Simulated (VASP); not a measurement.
# ZnO (P6_3mc) in VASP: further runs, part 2 of 2

VASP 6.6.1. Earlier steps stand in the parts before.

**3. Single point, PBE (volume changed by -3%)**

INCAR reads:

```
SYSTEM = ZnO
PREC = Accurate ; ENCUT = 520
EDIFF = 1E-6 ; ISMEAR = 0
SIGMA = 0.01 ; LREAL = .False.
LASPH = .True. ; NELM = 100
ALGO = Normal ; ISIF = 2
LWAVE = .False. ; LCHARG = .False.
GGA = PE ; NBANDS = 46
```

KPOINTS reads:

```
regular mesh
0
Gamma
  9 9 2
  0 0 0
```

POSCAR reads:

```
ZnO
1.0
    3.2387418498      0.0000000000      0.0000000000
   -1.6193709249      2.8048327182      0.0000000000
    0.0000000000      0.0000000000     10.5228988888
Zn O
4 4
Direct
    0.0000000000      0.0000000000     -0.0005573107
    0.3333333333      0.6666666667      0.2496497194
    0.0000000000      0.0000000000      0.4994426893
    0.6666666667      0.3333333333      0.7496497194
    0.0000000000      0.0000000000      0.1880731350
    0.3333333333      0.6666666667      0.4378344562
    0.0000000000      0.0000000000      0.6880731350
    0.6666666667      0.3333333333      0.9378344562
```

Potentials or basis: VASP PAW PBE potentials, release 64 (Zn, O).

Run with:

```console
$ cat potpaw_PBE.64/Zn/POTCAR potpaw_PBE.64/O/POTCAR > POTCAR
$ mpirun -np 1 vasp_std > vasp.out
```

OUTCAR:

```text
SYSTEM = ZnO
   PREC = Accurate
   ENCUT = 520
   EDIFF = 1E-6
   ISMEAR = 0
   LREAL = .False.
   LASPH = .True.
   NELM = 100
   ISIF = 2
   GGA = PE

 ion  position               nearest neighbor table
   1  0.000  0.000  0.999-   8 1.98   8 1.98   8 1.98   5 1.98
   2  0.333  0.667  0.250-   5 1.98   5 1.98   5 1.98   6 1.98
   3  0.000  0.000  0.499-   6 1.98   6 1.98   6 1.98   7 1.98
   4  0.667  0.333  0.750-   7 1.98   7 1.98   7 1.98   8 1.98
   5  0.000  0.000  0.188-   2 1.98   2 1.98   2 1.98   1 1.98
   6  0.333  0.667  0.438-   3 1.98   3 1.98   3 1.98   2 1.98
   7  0.000  0.000  0.688-   4 1.98   4 1.98   4 1.98   3 1.98
   8  0.667  0.333  0.938-   1 1.98   1 1.98   1 1.98   4 1.98

  LATTYP: Found a hexagonal cell.
 ALAT       =     3.2387418498
 C/A-ratio  =     3.2490699712

  Lattice vectors:

 A1 = (   3.2387418498,   0.0000000000,   0.0000000000)
 A2 = (  -1.6193709249,   2.8048327182,   0.0000000000)
 A3 = (   0.0000000000,   0.0000000000,  10.5228988888)

Analysis of symmetry for initial positions (statically):
=====================================================================
 Subroutine PRICEL returns:
 Original cell was already a primitive cell.

 Routine SETGRP: Setting up the symmetry group for a
 hexagonal supercell.

 Subroutine GETGRP returns: Found 12 space group operations
 (whereof  6 operations were pure point group operations)
 out of a pool of 24 trial point group operations.

The static configuration has the point symmetry C_3v.
 The point group associated with its full space group is C_6v.

Analysis of symmetry for dynamics (positions and initial velocities):
=====================================================================
 Subroutine PRICEL returns:
 Original cell was already a primitive cell.

 Routine SETGRP: Setting up the symmetry group for a
 hexagonal supercell.

 Subroutine GETGRP returns: Found 12 space group operations
 (whereof  6 operations were pure point group operations)
 out of a pool of 24 trial point group operations.

The dynamic configuration has the point symmetry C_3v.
 The point group associated with its full space group is C_6v.

 Subroutine INISYM returns: Found 12 space group operations
 (whereof  6 operations are pure point group operations),
 and found     1 'primitive' translations

----------------------------------------------------------------------------------------

                                     Primitive cell

  volume of cell :      95.5914

  direct lattice vectors                    reciprocal lattice vectors
     3.238741850  0.000000000  0.000000000     0.308761873  0.178263751  0.000000000
    -1.619370925  2.804832718  0.000000000     0.000000000  0.356527501  0.000000000
     0.000000000  0.000000000 10.522898889     0.000000000  0.000000000  0.095030848

  length of vectors
     3.238741850  3.238741850 10.522898889     0.356527501  0.356527501  0.095030848

  position of ions in fractional coordinates (direct lattice)
     0.000000000  0.000000000  0.999442689
     0.333333333  0.666666667  0.249649719
     0.000000000  0.000000000  0.499442689
[... 44 lines left out ...]
            Coordinates               Weight
  0.000000  0.000000  0.000000      1.000000
  0.111111 -0.000000  0.000000      6.000000
  0.222222 -0.000000  0.000000      6.000000
  0.333333  0.000000  0.000000      6.000000
  0.444444 -0.000000  0.000000      6.000000
  0.111111  0.111111  0.000000      6.000000
[... 16 lines left out ...]
  0.333333  0.222222  0.500000     12.000000
  0.333333  0.333333  0.500000      2.000000
   k-points           NKPTS =     24   k-points in BZ     NKDIM =     24   number of bands    NBANDS=     46
   number of dos      NEDOS =    301   number of ions     NIONS =      8
   total plane-waves  NPLWV =  46080
   dimension x,y,z NGX =    24 NGY =   24 NGZ =   80
   dimension x,y,z NGXF=    48 NGYF=   48 NGZF=  160
   ions per type =               4   4
   NGX,Y,Z   is equivalent  to a cutoff of  12.32, 12.32, 12.64 a.u.
   NGXF,Y,Z  is equivalent  to a cutoff of  24.64, 24.64, 25.28 a.u.
 SYSTEM =  ZnO
   PREC   = accura    normal or accurate (medium, high low for compatibility)
   ISTART =      0    job   : 0-new  1-cont  2-samecut
   ICHARG =      2    charge: 1-file 2-atom 10-const
   ISPIN  =      1    spin polarized calculation?
   LNONCOLLINEAR =      F non collinear calculations
   LSORBIT =      F    spin-orbit coupling
   LASPH  =      T    aspherical Exc in radial PAW
   ENCUT  =  520.0 eV  38.22 Ry    6.18 a.u.   6.02  6.02 19.57*2*pi/ulx,y,z
   NELM   =    100;   NELMIN=  2; NELMDL= -5     # of ELM steps
   EDIFF  = 0.1E-05   stopping-criterion for ELM
   LREAL  =      F    real-space projection
   EDIFFG = 0.1E-04   stopping-criterion for IOM
   NSW    =      0    number of steps for IOM
   IBRION =     -1    ionic relax: 0-MD 1-quasi-New 2-CG
   NFREE  =      0    steps in history (QN), initial steepest desc. (CG)
   ISIF   =      2    stress and relaxation
   ISYM   =      2    0-nonsym 1-usesym 2-fastsym
   POTIM  = 0.5000    time-step for ionic-motion
   TEBEG  =    0.0;   TEEND  =   0.0 temperature during run
   PSTRESS=    0.0 pullay stress
   NELECT =      72.0000    total number of electrons
   NUPDOWN=      -1.0000    fix difference up-down
   EMIN   =  10.00;   EMAX   =-10.00  energy-range for DOS
   EFERMI =   0.00;   METHOD = LEGACY
   ISMEAR =     0;   SIGMA  =   0.01  broadening in eV -4-tet -1-fermi 0-gaus
   EFERMI_NEDOS =   21; number of points for ismear=-14 and -15
   IALGO  =     38    algorithm
   IMIX   =      4    mixing-type and parameters
     AMIX     =   0.40;   BMIX     =  1.00
     AMIX_MAG =   1.60;   BMIX_MAG =  1.00
  volume/ion in A,a.u.               =      11.95        80.64
  Fermi-wavevector in a.u.,A,eV,Ry     =   1.489519  2.814783 30.186802  2.218667
  Thomas-Fermi vector in A             =   2.602417
   LORBIT       =      0    0 simple, 1 ext, 2 COOP (PROOUT), +10 PAW based schemes
   GGA     = PE    functional components
   LHFCALC =     F    Hartree Fock is set to
   AEXX    =    0.0000 exact exchange contribution
   IVDW    =     0    specifies the selected vdW correction
   LEPSILON=     F    determine dielectric tensor
   LRPA    =     F    only Hartree local field effects (RPA)
 non-spin polarized calculation
 Gauss-broadening in eV      SIGMA  =   0.01
  energy-cutoff  :      520.00
  volume of cell :       95.59
 maximum number of plane-waves:      2610
   NGX = 13   NGY = 13   NGZ = 39

 number of electron      72.0000060 magnetization

 Free energy of the ion-electron system (eV)
  ---------------------------------------------------
  ext. energy  EPLUGINS =         0.00000000
  ---------------------------------------------------
  free energy    TOTEN  =       -35.63428958 eV

  energy without entropy =      -35.63428958  energy(sigma->0) =      -35.63428958

 E-fermi :   1.2427     XC(G=0): -10.8946

 val. band max:        1.1686579851   @ k =   0.0000   0.0000   0.0000
 cond. band min:       1.8848003457   @ k =   0.0000   0.0000   0.0000
 fundamental gap:      0.7161423606
 Fermi energy:         1.2426904473

 k-point     1 :       0.0000    0.0000    0.0000
  band No.  band energies     occupation
      1     -16.8876      2.00000
      2     -16.5604      2.00000
      3     -16.5353      2.00000
      4     -16.1865      2.00000
      5      -4.7519      2.00000
      6      -4.7124      2.00000
[... 1165 lines left out ...]
     45      10.8703      0.00000
     46      10.8703      0.00000

------------------------ aborting loop because EDIFF is reached ----------------------------------------

  FORCE on cell =-STRESS in cart. coord.  units (eV):
  Direction    XX          YY          ZZ          XY          YZ          ZX
  --------------------------------------------------------------------------------------
  -------------------------------------------------------------------------------------
  Total        3.1183666      3.1183666      3.0996747      0.0000000      0.0000000      0.0000000
  in kB       52.2659758     52.2659758     51.9526859      0.0000000      0.0000000      0.0000000
  external PRESSURE =      52.1615458 kB  Pullay stress =       0.0000000 kB

 VOLUME and BASIS-vectors are now :
 -----------------------------------------------------------------------------
  energy-cutoff  :      520.00
  volume of cell :       95.59
      direct lattice vectors                 reciprocal lattice vectors
     3.238741850  0.000000000  0.000000000     0.308761873  0.178263751  0.000000000
    -1.619370925  2.804832718  0.000000000     0.000000000  0.356527501  0.000000000
     0.000000000  0.000000000 10.522898889     0.000000000  0.000000000  0.095030848

 POSITION                                       TOTAL-FORCE (eV/Angst)
 -----------------------------------------------------------------------------------
      0.00000      0.00000     10.51703        -0.000000      0.000000      0.007264
     -0.00000      1.86989      2.62704        -0.000000      0.000000     -0.005875
      0.00000      0.00000      5.25558         0.000000      0.000000      0.007264
      1.61937      0.93494      7.88849         0.000000     -0.000000     -0.005875
      0.00000      0.00000      1.97907         0.000000     -0.000000     -0.003969
     -0.00000      1.86989      4.60729         0.000000     -0.000000      0.002581
      0.00000      0.00000      7.24052        -0.000000      0.000000     -0.003969
      1.61937      0.93494      9.86874        -0.000000      0.000000      0.002581
 -----------------------------------------------------------------------------------
    total drift:                                0.000000      0.000001     -0.002500

  FREE ENERGIE OF THE ION-ELECTRON SYSTEM (eV)
  ---------------------------------------------------
  free  energy   TOTEN  =       -35.6342895825 eV

  energy  without entropy=      -35.6342895825  energy(sigma->0) =      -35.63428958
```

Run time: 55 s. Hardware: 1 thread of Intel Xeon 6975P-C (Granite Rapids), shared host; peak memory 0.24 GiB.

What came out:

```yaml
Free_energy: -35.6343 eV
Pressure: 5.2 GPa
Largest_force: 0.007 eV/Å
Band_gap_on_the_k_mesh: 0.72 eV, direct
```

Forces on the atoms (eV/Å):
```
Zn   0.000  0.000  0.007
Zn   0.000  0.000 -0.006
Zn   0.000  0.000  0.007
Zn   0.000  0.000 -0.006
O    0.000  0.000 -0.004
O    0.000  0.000  0.003
O    0.000  0.000 -0.004
O    0.000  0.000  0.003
```

Caveat: the cell differs from its parent crystal (volume changed by -3%).

**4. Single point, PBE**

This run uses another cell than the first one, of 12.32 Å³/atom, 1.064 times its volume.

INCAR reads:

```
  ALGO = Normal
  EDIFF = 1E-7
  ENCUT = 520
  GGA = PE
  ISIF = 2
  ISMEAR = 0
  LASPH = T
  LCHARG = F
  LREAL = F
  LWAVE = F
  NBANDS = 46
  NELM = 60
  PREC = Accurate
  SIGMA = 0.01
```

KPOINTS reads:

```
k-points
0
Gamma
  9 9 2
```

Changes to POSCAR since step 3:

```diff
@@ -2,5 +2,5 @@
 1.0
-    3.2387418498      0.0000000000      0.0000000000
-   -1.6193709249      2.8048327182      0.0000000000
-    0.0000000000      0.0000000000     10.5228988888
+    3.2717925187      0.0000000000      0.0000000000
+   -1.6358962594      2.8334554371      0.0000000000
+    0.0000000000      0.0000000000     10.6302828248
 Zn O
```

Run with:

```console
$ cat potpaw_PBE.64/Zn/POTCAR potpaw_PBE.64/O/POTCAR > POTCAR
$ mpirun -np 1 vasp_std > vasp.out
```

Wall time 65 s (1 thread of Intel Xeon 6975P-C (Granite Rapids), shared host); peak memory 0.24 GiB.

It converged, with:

| Property | Result |
| --- | --- |
| Free energy | -35.6925 eV |
| Pressure | 0.9 GPa |
| Band gap on the k mesh | 0.67 eV, direct |

Levels at points of the mesh, in eV from the valence-band top:
```tsv
k point	band 32	band 33	band 34	band 35	band 36	band 37	band 38	band 39	band 40	band 41
(0.00, 0.00, 0.00)	-0.36	-0.36	-0.04	0.00	0.00	0.67	3.21	3.36	5.22	7.94
(0.00, 0.00, 0.50)	-0.64	-0.11	-0.11	-0.11	-0.11	1.79	1.79	4.61	4.61	8.53
```

As with any semilocal functional, this PBE gap is likely too small.

**5. Single point, PBE (volume changed by +3%)**

INCAR reads:

```
SYSTEM = ZnO
PREC     = Accurate       ! precision mode
ENCUT    = 520            ! plane-wave cutoff, eV
EDIFF    = 1E-6           ! SCF threshold, eV
ISMEAR   = 0              ! smearing method
SIGMA    = 0.01           ! smearing width, eV
LREAL    = .FALSE.        ! projectors in reciprocal space
LASPH    = .TRUE.         ! aspherical terms in the spheres
NELM     = 80             ! most SCF steps
ALGO     = Normal         ! electronic algorithm
ISIF     = 2              ! what is computed and relaxed
LWAVE    = .FALSE.        ! write WAVECAR
LCHARG   = .TRUE.         ! write CHGCAR
GGA      = PE             ! functional
LELF     = .TRUE.         ! ELF
LVHAR    = .TRUE.       
NBANDS   = 46             ! bands
```

KPOINTS reads:

```
regular mesh
0
G
  9 9 2
  0 0 0
```

Changes to POSCAR since step 4:

```diff
@@ -2,5 +2,5 @@
 1.0
-    3.2717925187      0.0000000000      0.0000000000
-   -1.6358962594      2.8334554371      0.0000000000
-    0.0000000000      0.0000000000     10.6302828248
+    3.3041886109      0.0000000000      0.0000000000
+   -1.6520943055      2.8615112760      0.0000000000
+    0.0000000000      0.0000000000     10.7355399952
 Zn O
```

Run with:

```console
$ cat potpaw_PBE.64/Zn/POTCAR potpaw_PBE.64/O/POTCAR > POTCAR
$ mpirun -np 1 vasp_std > vasp.out
```

Run time: 82 s. Hardware: 1 thread of Intel Xeon 6975P-C (Granite Rapids), shared host; peak memory 0.27 GiB.

It converged, with:

```yaml
Free_energy: -35.6766 eV
Pressure: -2.8 GPa
Largest_force: 0.004 eV/Å
Band_gap_on_the_k_mesh: 0.63 eV, direct
```

Forces on the atoms (eV/Å):
```
Zn   0.000  0.000 -0.004
Zn   0.000  0.000  0.003
Zn   0.000  0.000 -0.004
Zn   0.000  0.000  0.003
O    0.000  0.000  0.001
O    0.000  0.000  0.000
O    0.000  0.000  0.001
O    0.000  0.000  0.000
```

Levels at points of the mesh, in eV from the valence-band top:
| k point | band 32 | band 33 | band 34 | band 35 | band 36 | band 37 | band 38 | band 39 | band 40 | band 41 |
| --- | --- | --- | --- | --- | --- | --- | --- | --- | --- | --- |
| (0.00, 0.00, 0.00) | -0.35 | -0.35 | -0.03 | 0.00 | 0.00 | 0.63 | 3.14 | 3.29 | 5.10 | 7.84 |
| (0.00, 0.00, 0.50) | -0.62 | -0.10 | -0.10 | -0.10 | -0.10 | 1.75 | 1.75 | 4.51 | 4.51 | 8.42 |

Caveat: the cell differs from its parent crystal (volume changed by +3%).

**6. Overview**

```tsv
cell	gap on the mesh (eV)	pressure (GPa)	largest force (eV/Å)
a = 3.205, b = 3.205, c = 10.413 Å, angles 90.0, 90.0, 120.0°, 8 atoms	0.76	10.3	0.01
a = 3.239, b = 3.239, c = 10.523 Å, angles 90.0, 90.0, 120.0°, 8 atoms	0.72	5.2	0.01
a = 3.272, b = 3.272, c = 10.630 Å, angles 90.0, 90.0, 120.0°, 8 atoms	0.67	0.9	-
a = 3.304, b = 3.304, c = 10.736 Å, angles 90.0, 90.0, 120.0°, 8 atoms	0.63	-2.8	-
```

Alike in all rows: task single point; level PBE; potentials or basis VASP PAW PBE potentials, release 64 (Zn, O); no spin polarisation; k mesh 9 × 9 × 2; cutoff (eV) 520; smearing gaussian 0.01 eV.

Absolute energies hang on the potentials; compare differences alone.
